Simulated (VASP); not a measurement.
# Ti3AgN (Pm-3m) in VASP: notebook, part 2 of 2

VASP 6.6.1. The steps go on from the part before.

## (3) Single point, r2SCAN

This run uses another cell than the first one, of 14.09 Å³/atom.

POSCAR

```
Ti3AgN
1.0
    4.1298455087     -0.0000007663      0.0000009737
   -0.0000007663      4.1298766688      0.0000022062
    0.0000009737      0.0000022062      4.1298139382
Ag N Ti
1 1 3
Direct
    0.0002791970      0.0008744250      0.0009949074
    0.5002853031      0.5008764758      0.5009914223
    0.0002815808      0.5008675439      0.5009945148
    0.5002783144      0.0008755110      0.5009938664
    0.5002776942      0.5008679972      0.0009932673
```

INCAR.step1

```
PREC = Accurate ; ENCUT = 520
ISMEAR = -1 ; SIGMA = 0.0651
LREAL = F ; LASPH = T
NELM = 100 ; ISYM = 0
NBANDS = 34 ; GGA = PE
ALGO = Normal ; EDIFF = 1E-4
LWAVE = T ; LCHARG = F
```

INCAR.step2

```
PREC = Accurate ; ENCUT = 520
EDIFF = 1E-6 ; ISMEAR = -1
SIGMA = 0.0651 ; LREAL = F
LASPH = T ; NELM = 100
ALGO = Normal ; ISIF = 2
LWAVE = F ; LCHARG = F
METAGGA = R2SCAN ; LMIXTAU = T
ISYM = 0 ; NBANDS = 34
ISTART = 1
```

KPOINTS

```
Automatic mesh
0
Gamma
  5 5 5
```

Potentials or basis: VASP PAW PBE potentials, release 64 (Ag, N, Ti_sv).

Command:

```console
> cat potpaw_PBE.64/Ag/POTCAR potpaw_PBE.64/N/POTCAR potpaw_PBE.64/Ti_sv/POTCAR > POTCAR
> cp INCAR.step1 INCAR
> mpirun -np 1 vasp_std > vasp.out
> cp INCAR.step2 INCAR
> mpirun -np 1 vasp_std > vasp.out
```

OUTCAR:

```text
PREC = Accurate
   ENCUT = 520
   EDIFF = 1E-6
   ISMEAR = -1
   LREAL = F
   LASPH = T
   NELM = 100
   ISIF = 2
   METAGGA = R2SCAN
   ISYM = 0
   ISTART = 1

 ion  position               nearest neighbor table
   1  0.000  0.001  0.001-   3 2.92   3 2.92   4 2.92   5 2.92   4 2.92   4 2.92   4 2.92   5 2.92
                             3 2.92   3 2.92   5 2.92   5 2.92
   2  0.500  0.501  0.501-   5 2.06   3 2.06   5 2.06   4 2.06   3 2.06   4 2.06
   3  0.000  0.501  0.501-   2 2.06   2 2.06   5 2.92   4 2.92   1 2.92   1 2.92   5 2.92   5 2.92
                             4 2.92   5 2.92   1 2.92   1 2.92   4 2.92   4 2.92
   4  0.500  0.001  0.501-   2 2.06   2 2.06   5 2.92   5 2.92   3 2.92   1 2.92   1 2.92   1 2.92
                             1 2.92   3 2.92   5 2.92   3 2.92   5 2.92   3 2.92
   5  0.500  0.501  0.001-   2 2.06   2 2.06   3 2.92   4 2.92   4 2.92   3 2.92   1 2.92   3 2.92
                             1 2.92   3 2.92   4 2.92   4 2.92   1 2.92   1 2.92

IMPORTANT INFORMATION: All symmetrisations will be switched off!
NOSYMM: (Re-)initialisation of all symmetry stuff for point group C_1.

----------------------------------------------------------------------------------------

                                     Primitive cell

  volume of cell :      70.4371

  direct lattice vectors                    reciprocal lattice vectors
     4.129845509 -0.000000766  0.000000974     0.242139808  0.000000045 -0.000000057
    -0.000000766  4.129876669  0.000002206     0.000000045  0.242137981 -0.000000129
     0.000000974  0.000002206  4.129813938    -0.000000057 -0.000000129  0.242141659

  length of vectors
     4.129845509  4.129876669  4.129813938     0.242139808  0.242137981  0.242141659

  position of ions in fractional coordinates (direct lattice)
     0.000279197  0.000874425  0.000994907
     0.500285303  0.500876476  0.500991422
     0.000281581  0.500867544  0.500994515
     0.500278314  0.000875511  0.500993866
     0.500277694  0.500867997  0.000993267

  ion indices of the primitive-cell ions
   primitive index   ion index
                 1           1
                 2           2
                 3           3
[... 97 lines left out ...]
  Thomas-Fermi vector in A             =   2.593731
   LORBIT       =      0    0 simple, 1 ext, 2 COOP (PROOUT), +10 PAW based schemes
   METAGGA = R2SCAN    functional components
   LHFCALC =     F    Hartree Fock is set to
   AEXX    =    0.0000 exact exchange contribution
   IVDW    =     0    specifies the selected vdW correction
   LEPSILON=     F    determine dielectric tensor
   LRPA    =     F    only Hartree local field effects (RPA)
 non-spin polarized calculation
  energy-cutoff  :      520.00
  volume of cell :       70.44
 maximum number of plane-waves:      1912
   NGX = 15   NGY = 15   NGZ = 15

 number of electron      52.0000008 magnetization

 Free energy of the ion-electron system (eV)
  ---------------------------------------------------
  ext. energy  EPLUGINS =         0.00000000
  ---------------------------------------------------
  free energy    TOTEN  =       -73.77465337 eV

  energy without entropy =      -73.72360280  energy(sigma->0) =      -73.74912808

 E-fermi :   9.3595     XC(G=0): -13.0816

 val. band max:        9.1902970615   @ k =   0.0000  -0.2000   0.0000
 cond. band min:       9.3971084811   @ k =   0.2000   0.2000   0.4000
 fundamental gap:      0.2068114195
 Fermi energy:         9.3594527635

 k-point     1 :       0.0000    0.0000    0.0000
  band No.  band energies     occupation
      1     -50.3065      2.00000
      2     -50.1793      2.00000
      3     -50.1792      2.00000
      4     -25.7262      2.00000
      5     -25.7262      2.00000
      6     -25.7262      2.00000
[... 877 lines left out ...]
     33      11.6987      0.00000
     34      11.8126      0.00000

 [... further k-points ...]

------------------------ aborting loop because EDIFF is reached ----------------------------------------

  FORCE on cell =-STRESS in cart. coord.  units (eV):
  Direction    XX          YY          ZZ          XY          YZ          ZX
  --------------------------------------------------------------------------------------
  -------------------------------------------------------------------------------------
  Total        0.3089384      0.3073503      0.3082745      0.0000357     -0.0000105     -0.0000036
  in kB        7.0271793      6.9910578      7.0120802      0.0008123     -0.0002383     -0.0000815
  external PRESSURE =       7.0101058 kB  Pullay stress =       0.0000000 kB

 VOLUME and BASIS-vectors are now :
 -----------------------------------------------------------------------------
  energy-cutoff  :      520.00
  volume of cell :       70.44
      direct lattice vectors                 reciprocal lattice vectors
     4.129845509 -0.000000766  0.000000974     0.242139808  0.000000045 -0.000000057
    -0.000000766  4.129876669  0.000002206     0.000000045  0.242137981 -0.000000129
     0.000000974  0.000002206  4.129813938    -0.000000057 -0.000000129  0.242141659

 POSITION                                       TOTAL-FORCE (eV/Angst)
 -----------------------------------------------------------------------------------
      0.00115      0.00361      0.00411        -0.000468     -0.001567     -0.001677
      2.06610      2.06856      2.06900         0.000000      0.000778      0.001154
      0.00116      2.06852      2.06902         0.000848     -0.000641     -0.001003
      2.06607      0.00362      2.06901        -0.000204      0.002089     -0.000978
      2.06607      2.06852      0.00410        -0.000177     -0.000660      0.002503
 -----------------------------------------------------------------------------------
    total drift:                                0.002366      0.007193      0.008128

  FREE ENERGIE OF THE ION-ELECTRON SYSTEM (eV)
  ---------------------------------------------------
  free  energy   TOTEN  =       -73.7746533670 eV

  energy  without entropy=      -73.7236027969  energy(sigma->0) =      -73.74912808
```

OSZICAR.step1:

```text
N       E                     dE             d eps       ncg     rms          rms(c)
DAV:   1     0.666915277746E+03    0.66692E+03   -0.26117E+04  4348   0.186E+03
DAV:   2     0.407983271368E+02   -0.62612E+03   -0.61000E+03  4300   0.546E+02
DAV:   3    -0.393359033727E+02   -0.80134E+02   -0.78425E+02  6876   0.173E+02
DAV:   4    -0.471502589176E+02   -0.78144E+01   -0.77698E+01  6416   0.468E+01
DAV:   5    -0.475515702965E+02   -0.40131E+00   -0.40113E+00  6172   0.990E+00    0.230E+01
DAV:   6    -0.385510764791E+02    0.90005E+01   -0.53984E+01  5990   0.503E+01    0.735E+00
DAV:   7    -0.385907822223E+02   -0.39706E-01   -0.45309E+00  5964   0.114E+01    0.425E+00
DAV:   8    -0.386147024099E+02   -0.23920E-01   -0.12586E+00  6150   0.479E+00    0.193E+00
DAV:   9    -0.385814496791E+02    0.33253E-01   -0.48410E-01  6316   0.338E+00    0.108E+00
DAV:  10    -0.385869359005E+02   -0.54862E-02   -0.68482E-02  5988   0.228E+00    0.698E-01
DAV:  11    -0.385820950289E+02    0.48409E-02   -0.20006E-02  5928   0.153E+00    0.428E-01
DAV:  12    -0.385795982575E+02    0.24968E-02   -0.13358E-02  5708   0.763E-01    0.140E-01
DAV:  13    -0.385795781295E+02    0.20128E-04   -0.16456E-03  5896   0.303E-01    0.651E-02
DAV:  14    -0.385795579428E+02    0.20187E-04   -0.24239E-04  4096   0.152E-01
   1 F= -.38579558E+02 E0= -.38552510E+02  d E =-.540953E-01
```

It took 5.3 min on 1 thread of Intel Xeon Platinum 8488C (Sapphire Rapids), shared host; peak memory 0.28 GiB.

What came out:

```yaml
Free_energy: -73.7747 eV
Pressure: 0.7 GPa
Band_gap_on_the_k_mesh: zero (bands 26 and 27 overlap by 0.78 eV)
```

Forces in eV/Å, atoms in the order of the input:
```
Ag   0.000 -0.002 -0.002
N    0.000  0.001  0.001
Ti   0.001 -0.001 -0.001
Ti   0.000  0.002 -0.001
Ti   0.000 -0.001  0.003
```

Caveat: the PAW data sets were made with another functional, which shifts forces and pressure a little.

The gap in the log of VASP goes by the Fermi energy; the results here count the filled bands.